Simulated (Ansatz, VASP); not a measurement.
Two plane-wave programs on C

```
C
1.0
     0.00000    1.79590    1.97783
     1.79590    0.00000    1.97783
     1.79590    1.79590    0.00000
C
2
Cartesian
  1.7959 1.7959 1.9778
  2.6939 2.6939 2.9667
```

Alike in both runs: task single point; functional PBE; k mesh 12 × 12 × 12; occupations gaussian, width 0.05 eV; no spin polarisation.

|  | VASP | Ansatz |
| --- | --- | --- |
| version | VASP 6.6.1 | Ansatz 0.2.0 |
| potentials or method | VASP PAW PBE potentials, release 64 (C), cutoff 520 eV | scalar-relativistic, plane waves, PAW |
| valence electrons in the cell | 8 | 8 |

|  | VASP | Ansatz | Ansatz less VASP |
| --- | --- | --- | --- |
| gap on the k mesh at the Fermi level (eV) | 2.77 | 2.78 | +0.006 |
| least direct gap on the mesh (eV) | 4.48 | 4.48 | +0.003 |
